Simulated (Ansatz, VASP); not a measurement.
## SnSe in VASP and in Ansatz

```xyz
4
Lattice="4.2527 0.0000 0.0000 0.0000 4.2527 0.0000 0.0000 0.0000 10.8149" Properties=species:S:1:pos:R:3 pbc="T T T"
Sn    2.1264    0.0000    4.0898
Sn    0.0000    2.1264    6.7251
Se    2.1264    0.0000    6.7245
Se    0.0000    2.1264    4.0904
```

Change from the starting cell: strain +0.015 along x and y, -0.015 along z, atoms carried along.

Alike in both runs: task single point; functional LDA; k mesh 6 × 6 × 4; occupations gaussian, width 0.05 eV; no spin polarisation.

|  | VASP | Ansatz |
| --- | --- | --- |
| version | VASP 6.6.1 | Ansatz 0.2.0 |
| potentials or method | VASP PAW LDA potentials, release 64 (Sn_d, Se), cutoff 520 eV | scalar-relativistic, plane waves, PAW |
| valence electrons in the cell | 40 | 60 |

```csv
,VASP,Ansatz,Ansatz less VASP
gap on the k mesh at the Fermi level (eV),1.42,1.44,+0.016
least direct gap on the mesh (eV),1.42,1.44,+0.016
rms of the force components (eV/Å),0.108,0.093,-0.0149
```

LDA's correlation is that of Perdew and Zunger in VASP and of Perdew and Wang (1992) in Ansatz. Atom by atom the forces differ by 0.015 eV/Å (rms over components). VASP's potentials hold 40 valence electrons a cell and Ansatz's 60, so a difference there can come from the potentials and not from the codes. Ansatz's warnings: xc potential rough in thin density.
